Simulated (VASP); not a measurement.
# Ta2N (P-3m1) in VASP: notebook

The runs below take Ta2N through single point, with r2SCAN+U, LDA.

Everything below comes from runs of VASP 6.6.1. Logs are shortened: lines on timing, memory, paths and dates and some standing lists are left out, and cuts for length are marked.

## 1. The cell of the first run

The structure is trigonal, space group P-3m1 (No. 164). The conventional cell has a = 3.113 Å, b = 3.113 Å, c = 4.870 Å, α = 90.00°, β = 90.00°, γ = 120.00°. Ta (site symmetry 3m) has 3 N at 2.18 Å within 2.9 Å. Within 2.9 Å of N (site symmetry -3m) lie 6 Ta at 2.18 Å.

## 2. Single point, r2SCAN+U

Input file POSCAR:

```
Ta2N
1.0
    3.1128615060      0.0000000000      0.0000000000
   -1.5564307530      2.6958171426      0.0000000000
    0.0000000000      0.0000000000      4.8698410000
Ta N
2 1
Direct
    0.3333333333      0.6666666667      0.2547110000
    0.6666666667      0.3333333333      0.7452890000
    0.0000000000      0.0000000000      0.0000000000
```

Input file INCAR.step1:

```
SYSTEM = Ta2N
ALGO = Normal
EDIFF = 1E-4
ENCUT = 520
GGA = PE
ISMEAR = -1
LASPH = .TRUE.
LCHARG = .FALSE.
LDAU = .TRUE.
LDAUJ = 0 0
LDAUL = 2 -1
LDAUTYPE = 2
LDAUU = 3 0
LMAXMIX = 4
LREAL = .FALSE.
LWAVE = .TRUE.
NBANDS = 20
NELM = 150
PREC = Accurate
SIGMA = 0.05
```

Input file INCAR.step2:

```
SYSTEM = Ta2N
ALGO = Normal
EDIFF = 1E-7
ENCUT = 520
ISIF = 2
ISMEAR = -1
ISTART = 1
LASPH = .TRUE.
LCHARG = .FALSE.
LDAU = .TRUE.
LDAUJ = 0 0
LDAUL = 2 -1
LDAUPRINT = 1
LDAUTYPE = 2
LDAUU = 3 0
LMAXMIX = 4
LMIXTAU = .TRUE.
LREAL = .FALSE.
LWAVE = .FALSE.
METAGGA = R2SCAN
NBANDS = 20
NELM = 150
PREC = Accurate
SIGMA = 0.05
```

Input file KPOINTS:

```
k-points
0
G
  10 10 6
  0 0 0
```

Potentials or basis: VASP PAW PBE potentials, release 64 (Ta_pv, N).

The run is started by

```bash
cat potpaw_PBE.64/Ta_pv/POTCAR potpaw_PBE.64/N/POTCAR > POTCAR
cp INCAR.step1 INCAR
mpirun -np 1 vasp_std > vasp.out
cp INCAR.step2 INCAR
mpirun -np 1 vasp_std > vasp.out
```

OUTCAR:

```text
SYSTEM = Ta2N
   EDIFF = 1E-7
   ENCUT = 520
   ISIF = 2
   ISMEAR = -1
   ISTART = 1
   LASPH = .TRUE.
   LREAL = .FALSE.
   METAGGA = R2SCAN
   NELM = 150
   PREC = Accurate

 ion  position               nearest neighbor table
   1  0.333  0.667  0.255-   3 2.18   3 2.18   3 2.18   2 2.99   2 2.99   2 2.99   2 3.06   2 3.06
                             2 3.06
   2  0.667  0.333  0.745-   3 2.18   3 2.18   3 2.18   1 2.99   1 2.99   1 2.99   1 3.06   1 3.06
                             1 3.06
   3  0.000  0.000  0.000-   1 2.18   2 2.18   1 2.18   2 2.18   2 2.18   1 2.18

  LATTYP: Found a hexagonal cell.
 ALAT       =     3.1128615060
 C/A-ratio  =     1.5644258476

  Lattice vectors:

 A1 = (   3.1128615060,   0.0000000000,   0.0000000000)
 A2 = (  -1.5564307530,   2.6958171426,   0.0000000000)
 A3 = (   0.0000000000,   0.0000000000,   4.8698410000)

Analysis of symmetry for initial positions (statically):
=====================================================================
 Subroutine PRICEL returns:
 Original cell was already a primitive cell.

 Routine SETGRP: Setting up the symmetry group for a
 hexagonal supercell.

 Subroutine GETGRP returns: Found 12 space group operations
 (whereof 12 operations were pure point group operations)
 out of a pool of 24 trial point group operations.

The static configuration has the point symmetry D_3d.

Analysis of symmetry for dynamics (positions and initial velocities):
=====================================================================
 Subroutine PRICEL returns:
 Original cell was already a primitive cell.

 Routine SETGRP: Setting up the symmetry group for a
 hexagonal supercell.

 Subroutine GETGRP returns: Found 12 space group operations
 (whereof 12 operations were pure point group operations)
 out of a pool of 24 trial point group operations.

The dynamic configuration has the point symmetry D_3d.

 Subroutine INISYM returns: Found 12 space group operations
 (whereof 12 operations are pure point group operations),
 and found     1 'primitive' translations

----------------------------------------------------------------------------------------

                                     Primitive cell

  volume of cell :      40.8663

  direct lattice vectors                    reciprocal lattice vectors
     3.112861506  0.000000000  0.000000000     0.321247829  0.185472520  0.000000000
    -1.556430753  2.695817143  0.000000000     0.000000000  0.370945041  0.000000000
     0.000000000  0.000000000  4.869841000     0.000000000  0.000000000  0.205345513

  length of vectors
     3.112861506  3.112861506  4.869841000     0.370945041  0.370945041  0.205345513

  position of ions in fractional coordinates (direct lattice)
     0.333333333  0.666666667  0.254711000
     0.666666667  0.333333333  0.745289000
     0.000000000  0.000000000  0.000000000

  ion indices of the primitive-cell ions
   primitive index   ion index
                 1           1
                 2           2
                 3           3

----------------------------------------------------------------------------------------

 KPOINTS: k-points

Automatic generation of k-mesh.
 Grid dimensions read from file:
 generate k-points for:   10   10    6

 Generating k-lattice:

  Cartesian coordinates                     Fractional coordinates (reciprocal lattice)
     0.032124783  0.018547252  0.000000000     0.100000000  0.000000000  0.000000000
     0.000000000  0.037094504  0.000000000     0.000000000  0.100000000  0.000000000
     0.000000000  0.000000000  0.034224252     0.000000000  0.000000000  0.166666667

  Length of vectors
     0.037094504  0.037094504  0.034224252

  Shift w.r.t. Gamma in fractional coordinates (k-lattice)
     0.000000000  0.000000000  0.000000000

 Subroutine IBZKPT returns following result:
 ===========================================

 Found     72 irreducible k-points:

 Following reciprocal coordinates:
            Coordinates               Weight
  0.000000  0.000000  0.000000      1.000000
[... 41 lines left out ...]
   NELM   =    150;   NELMIN=  2; NELMDL=  0     # of ELM steps
   EDIFF  = 0.1E-06   stopping-criterion for ELM
   LREAL  =      F    real-space projection
   EDIFFG = 0.1E-05   stopping-criterion for IOM
   NSW    =      0    number of steps for IOM
   IBRION =     -1    ionic relax: 0-MD 1-quasi-New 2-CG
   NFREE  =      0    steps in history (QN), initial steepest desc. (CG)
   ISIF   =      2    stress and relaxation
   ISYM   =      2    0-nonsym 1-usesym 2-fastsym
   POTIM  = 0.5000    time-step for ionic-motion
   TEBEG  =    0.0;   TEEND  =   0.0 temperature during run
   PSTRESS=    0.0 pullay stress
   NELECT =      27.0000    total number of electrons
   NUPDOWN=      -1.0000    fix difference up-down
   EMIN   =  10.00;   EMAX   =-10.00  energy-range for DOS
   EFERMI =   0.00;   METHOD = LEGACY
   ISMEAR =    -1;   SIGMA  =   0.05  broadening in eV -4-tet -1-fermi 0-gaus
   EFERMI_NEDOS =   21; number of points for ismear=-14 and -15
   IALGO  =     38    algorithm
   IMIX   =      4    mixing-type and parameters
     AMIX     =   0.40;   BMIX     =  1.00
     AMIX_MAG =   1.60;   BMIX_MAG =  1.00
  volume/ion in A,a.u.               =      13.62        91.93
  Fermi-wavevector in a.u.,A,eV,Ry     =   1.425852  2.694469 27.661374  2.033054
  Thomas-Fermi vector in A             =   2.546192
   LORBIT       =      0    0 simple, 1 ext, 2 COOP (PROOUT), +10 PAW based schemes
 LDA+U is selected, type is set to LDAUTYPE =  2
   angular momentum for each species LDAUL =     2   -1
   U (eV)           for each species LDAUU =   3.0  0.0
   J (eV)           for each species LDAUJ =   0.0  0.0
   METAGGA = R2SCAN    functional components
   LHFCALC =     F    Hartree Fock is set to
   AEXX    =    0.0000 exact exchange contribution
   IVDW    =     0    specifies the selected vdW correction
   LEPSILON=     F    determine dielectric tensor
   LRPA    =     F    only Hartree local field effects (RPA)
 non-spin polarized calculation
  energy-cutoff  :      520.00
  volume of cell :       40.87
 maximum number of plane-waves:      1114
 NGX is ok and might be reduce to    24
   NGX = 11   NGY = 11   NGZ = 19

atom =   1  type =  1  l = 2

 onsite density matrix

spin component  1

  0.2232  0.0000  0.0000 -0.0101  0.0000
  0.0000  0.2228  0.0000 -0.0000 -0.0101
  0.0000  0.0000  0.2482  0.0000 -0.0000
 -0.0101 -0.0000  0.0000  0.2228  0.0000
  0.0000 -0.0101 -0.0000  0.0000  0.2232

spin component  2

  0.2232  0.0000  0.0000 -0.0101  0.0000
  0.0000  0.2228  0.0000 -0.0000 -0.0101
  0.0000  0.0000  0.2482  0.0000 -0.0000
 -0.0101 -0.0000  0.0000  0.2228  0.0000
  0.0000 -0.0101 -0.0000  0.0000  0.2232

 occupancies and eigenvectors

  o =  0.2129  v =  0.0000 -0.7132 -0.0000 -0.0000 -0.7009  0.0000  0.0000  0.0000  0.0000  0.0000      0.0000  0.0000  0.0000  0.0000  0.0000  0.0000  0.0000  0.0000  0.0000  0.0000
  o =  0.2129  v =  0.0000  0.0000  0.0000  0.0000  0.0000  0.0000 -0.7132 -0.0000 -0.0000 -0.7009      0.0000  0.0000  0.0000  0.0000  0.0000  0.0000  0.0000  0.0000  0.0000  0.0000
  o =  0.2129  v =  0.0000  0.0000  0.0000  0.0000  0.0000 -0.7009  0.0000  0.0000 -0.7132  0.0000      0.0000  0.0000  0.0000  0.0000  0.0000  0.0000  0.0000  0.0000  0.0000  0.0000
  o =  0.2129  v = -0.7009  0.0000  0.0000 -0.7132  0.0000  0.0000  0.0000  0.0000  0.0000  0.0000      0.0000  0.0000  0.0000  0.0000  0.0000  0.0000  0.0000  0.0000  0.0000  0.0000
  o =  0.2331  v =  0.0000 -0.7009  0.0000  0.0000  0.7132  0.0000  0.0000  0.0000  0.0000  0.0000      0.0000  0.0000  0.0000  0.0000  0.0000  0.0000  0.0000  0.0000  0.0000  0.0000
  o =  0.2331  v =  0.0000  0.0000  0.0000  0.0000  0.0000  0.0000 -0.7009  0.0000  0.0000  0.7132      0.0000  0.0000  0.0000  0.0000  0.0000  0.0000  0.0000  0.0000  0.0000  0.0000
  o =  0.2331  v = -0.7132  0.0000 -0.0000  0.7009 -0.0000  0.0000  0.0000  0.0000  0.0000  0.0000      0.0000  0.0000  0.0000  0.0000  0.0000  0.0000  0.0000  0.0000  0.0000  0.0000
  o =  0.2331  v =  0.0000  0.0000  0.0000  0.0000  0.0000 -0.7132  0.0000 -0.0000  0.7009 -0.0000      0.0000  0.0000  0.0000  0.0000  0.0000  0.0000  0.0000  0.0000  0.0000  0.0000
  o =  0.2482  v =  0.0000 -0.0000 -1.0000 -0.0000  0.0000  0.0000  0.0000  0.0000  0.0000  0.0000      0.0000  0.0000  0.0000  0.0000  0.0000  0.0000  0.0000  0.0000  0.0000  0.0000
  o =  0.2482  v =  0.0000  0.0000  0.0000  0.0000  0.0000  0.0000 -0.0000 -1.0000 -0.0000  0.0000      0.0000  0.0000  0.0000  0.0000  0.0000  0.0000  0.0000  0.0000  0.0000  0.0000

atom =   2  type =  1  l = 2

 onsite density matrix

spin component  1

  0.2232  0.0000  0.0000 -0.0101  0.0000
  0.0000  0.2228  0.0000 -0.0000 -0.0101
  0.0000  0.0000  0.2482 -0.0000 -0.0000
 -0.0101 -0.0000 -0.0000  0.2228  0.0000
  0.0000 -0.0101 -0.0000  0.0000  0.2232

spin component  2

  0.2232  0.0000  0.0000 -0.0101  0.0000
  0.0000  0.2228  0.0000 -0.0000 -0.0101
  0.0000  0.0000  0.2482 -0.0000 -0.0000
 -0.0101 -0.0000 -0.0000  0.2228  0.0000
  0.0000 -0.0101 -0.0000  0.0000  0.2232

 occupancies and eigenvectors

  o =  0.2129  v =  0.0000  0.7132  0.0000  0.0000  0.7009  0.0000  0.0000  0.0000  0.0000  0.0000      0.0000  0.0000  0.0000  0.0000  0.0000  0.0000  0.0000  0.0000  0.0000  0.0000
  o =  0.2129  v =  0.0000  0.0000  0.0000  0.0000  0.0000  0.0000  0.7132  0.0000  0.0000  0.7009      0.0000  0.0000  0.0000  0.0000  0.0000  0.0000  0.0000  0.0000  0.0000  0.0000
  o =  0.2129  v =  0.0000  0.0000  0.0000  0.0000  0.0000 -0.7009  0.0000  0.0000 -0.7132  0.0000      0.0000  0.0000  0.0000  0.0000  0.0000  0.0000  0.0000  0.0000  0.0000  0.0000
  o =  0.2129  v = -0.7009  0.0000  0.0000 -0.7132  0.0000  0.0000  0.0000  0.0000  0.0000  0.0000      0.0000  0.0000  0.0000  0.0000  0.0000  0.0000  0.0000  0.0000  0.0000  0.0000
  o =  0.2331  v =  0.0000 -0.7009  0.0000  0.0000  0.7132  0.0000  0.0000  0.0000  0.0000  0.0000      0.0000  0.0000  0.0000  0.0000  0.0000  0.0000  0.0000  0.0000  0.0000  0.0000
  o =  0.2331  v =  0.0000  0.0000  0.0000  0.0000  0.0000  0.0000 -0.7009  0.0000  0.0000  0.7132      0.0000  0.0000  0.0000  0.0000  0.0000  0.0000  0.0000  0.0000  0.0000  0.0000
  o =  0.2331  v = -0.7132  0.0000 -0.0000  0.7009 -0.0000  0.0000  0.0000  0.0000  0.0000  0.0000      0.0000  0.0000  0.0000  0.0000  0.0000  0.0000  0.0000  0.0000  0.0000  0.0000
  o =  0.2331  v =  0.0000  0.0000  0.0000  0.0000  0.0000 -0.7132  0.0000 -0.0000  0.7009 -0.0000      0.0000  0.0000  0.0000  0.0000  0.0000  0.0000  0.0000  0.0000  0.0000  0.0000
  o =  0.2482  v =  0.0000  0.0000  0.0000  0.0000  0.0000  0.0000 -0.0000 -1.0000 -0.0000  0.0000      0.0000  0.0000  0.0000  0.0000  0.0000  0.0000  0.0000  0.0000  0.0000  0.0000
  o =  0.2482  v =  0.0000 -0.0000 -1.0000 -0.0000  0.0000  0.0000  0.0000  0.0000  0.0000  0.0000      0.0000  0.0000  0.0000  0.0000  0.0000  0.0000  0.0000  0.0000  0.0000  0.0000

 number of electron      26.9999996 magnetization

 Free energy of the ion-electron system (eV)
  ---------------------------------------------------
  ext. energy  EPLUGINS =         0.00000000
  ---------------------------------------------------
  free energy    TOTEN  =      -103.65544262 eV

  energy without entropy =     -103.64310093  energy(sigma->0) =     -103.64927177

 E-fermi :   7.9838     XC(G=0): -13.9377

 val. band max:        7.9566864991   @ k =   0.4000   0.1000   0.3333
 cond. band min:       7.9878688774   @ k =   0.2000   0.1000   0.3333
 fundamental gap:      0.0311823784
 Fermi energy:         7.9838257416

 k-point     1 :       0.0000    0.0000    0.0000
  band No.  band energies     occupation
      1     -29.8097      2.00000
      2     -29.0739      2.00000
      3     -29.0739      2.00000
      4     -28.9476      2.00000
      5     -28.9476      2.00000
      6     -28.8335      2.00000
[... 541 lines left out ...]
     19      12.6341      0.00000
     20      13.5569      0.00000

 [... further k-points ...]
[... 5 lines left out ...]
  --------------------------------------------------------------------------------------
  -------------------------------------------------------------------------------------
  Total        0.5935359      0.5935359      1.9697748      0.0000000     -0.0000000     -0.0000000
  in kB       23.2697939     23.2697939     77.2257527      0.0000000     -0.0000000     -0.0000000
  external PRESSURE =      41.2551135 kB  Pullay stress =       0.0000000 kB

 VOLUME and BASIS-vectors are now :
 -----------------------------------------------------------------------------
  energy-cutoff  :      520.00
  volume of cell :       40.87
      direct lattice vectors                 reciprocal lattice vectors
     3.112861506  0.000000000  0.000000000     0.321247829  0.185472520  0.000000000
    -1.556430753  2.695817143  0.000000000     0.000000000  0.370945041  0.000000000
     0.000000000  0.000000000  4.869841000     0.000000000  0.000000000  0.205345513

 POSITION                                       TOTAL-FORCE (eV/Angst)
 -----------------------------------------------------------------------------------
     -0.00000      1.79721      1.24040        -0.000000      0.000000      0.528386
      1.55643      0.89861      3.62944        -0.000000      0.000000     -0.528386
      0.00000      0.00000      0.00000         0.000000      0.000000      0.000000
 -----------------------------------------------------------------------------------
    total drift:                               -0.000000      0.000000      0.000000

  FREE ENERGIE OF THE ION-ELECTRON SYSTEM (eV)
  ---------------------------------------------------
  free  energy   TOTEN  =      -103.6554426193 eV

  energy  without entropy=     -103.6431009263  energy(sigma->0) =     -103.64927177
```

Run time: 2.1 min. Hardware: 1 thread of Intel Xeon 6975P-C, shared host; peak memory 0.2 GiB.

What came out:

- Free energy: -103.6554 eV
- Pressure: 4.1 GPa
- Largest force: 0.528 eV/Å

Forces in eV/Å, atoms in the order of the input:
```
Ta   0.000  0.000  0.528
Ta   0.000  0.000 -0.528
N    0.000  0.000  0.000
```

Stress tensor (GPa, compression positive):
```
2.33 0.00 0.00
0.00 2.33 0.00
0.00 0.00 7.72
```

Eigenvalues of the final occupation matrices:
```tsv
site	spin	trace	eigenvalues
site 1 d	1	1.14	0.21 0.21 0.23 0.23 0.25
site 1 d	2	1.14	0.21 0.21 0.23 0.23 0.25
site 2 d	1	1.14	0.21 0.21 0.23 0.23 0.25
site 2 d	2	1.14	0.21 0.21 0.23 0.23 0.25
```

Caveat: the PAW data sets were made with another functional, which shifts forces and pressure a little; spin-orbit coupling is left out, which moves the levels of the heavy elements; U without spin polarisation on a metal has little footing.

## 3. Single point, r2SCAN+U

POSCAR is that of step 2.

Input file INCAR.step1:

```
  ALGO = Normal
  EDIFF = 1E-4
  ENCUT = 520
  GGA = PE
  ISMEAR = -1
  LASPH = True
  LCHARG = False
  LDAU = True
  LDAUJ = 0 0
  LDAUL = 2 -1
  LDAUTYPE = 2
  LDAUU = 4 0
  LMAXMIX = 4
  LREAL = False
  LWAVE = True
  NBANDS = 20
  NELM = 150
  PREC = Accurate
  SIGMA = 0.05
```

Input file INCAR.step2:

```
  ALGO = Normal
  EDIFF = 1E-6
  ENCUT = 520
  ISIF = 2
  ISMEAR = -1
  ISTART = 1
  LASPH = True
  LCHARG = False
  LDAU = True
  LDAUJ = 0 0
  LDAUL = 2 -1
  LDAUPRINT = 1
  LDAUTYPE = 2
  LDAUU = 4 0
  LMAXMIX = 4
  LMIXTAU = True
  LREAL = False
  LWAVE = False
  METAGGA = R2SCAN
  NBANDS = 20
  NELM = 150
  PREC = Accurate
  SIGMA = 0.05
```

Input file KPOINTS:

```
k-points
0
Gamma
  10 10 6
```

Potentials or basis: VASP PAW PBE potentials, release 64 (Ta_pv, N).

The run is started by

```bash
cat potpaw_PBE.64/Ta_pv/POTCAR potpaw_PBE.64/N/POTCAR > POTCAR
cp INCAR.step1 INCAR
mpirun -np 1 vasp_std > vasp.out
cp INCAR.step2 INCAR
mpirun -np 1 vasp_std > vasp.out
```

Wall time 1.9 min (1 thread of Intel Xeon 6975P-C, shared host); peak memory 0.2 GiB.

The run converged. Its results:

| Property | Result |
| --- | --- |
| Free energy | -101.9072 eV |
| Pressure | 7.1 GPa |
| Largest force | 0.649 eV/Å |

Forces in eV/Å, atoms in the order of the input:
```
Ta   0.000  0.000  0.649
Ta   0.000  0.000 -0.649
N    0.000  0.000  0.000
```

Stress tensor (GPa, compression positive):
```
 4.94  0.00  0.00
 0.00  4.94  0.00
 0.00  0.00 11.36
```

Levels at points of the mesh, in eV from the Fermi level:
```csv
k point,band 11,band 12,band 13,band 14,band 15,band 16
"(0.00, 0.00, 0.00)",-6.05,-0.68,-0.14,-0.14,-0.04,0.44
"(0.50, 0.00, 0.00)",-4.82,-3.26,-2.00,1.84,1.91,3.84
"(0.00, 0.00, 0.50)",-3.43,-3.23,-1.03,-1.03,1.56,1.66
"(0.50, 0.00, 0.50)",-3.65,-2.85,-2.56,-0.53,0.77,3.60
```

Eigenvalues of the final occupation matrices:
| site | spin | trace | eigenvalues |
| --- | --- | --- | --- |
| site 1 d | 1 | 1.12 | 0.21 0.21 0.23 0.23 0.25 |
| site 1 d | 2 | 1.12 | 0.21 0.21 0.23 0.23 0.25 |
| site 2 d | 1 | 1.12 | 0.21 0.21 0.23 0.23 0.25 |
| site 2 d | 2 | 1.12 | 0.21 0.21 0.23 0.23 0.25 |

Caveat: the PAW data sets were made with another functional, which shifts forces and pressure a little; spin-orbit coupling is left out, which moves the levels of the heavy elements; U without spin polarisation on a metal has little footing.

(Continued in part 2 of 2.)
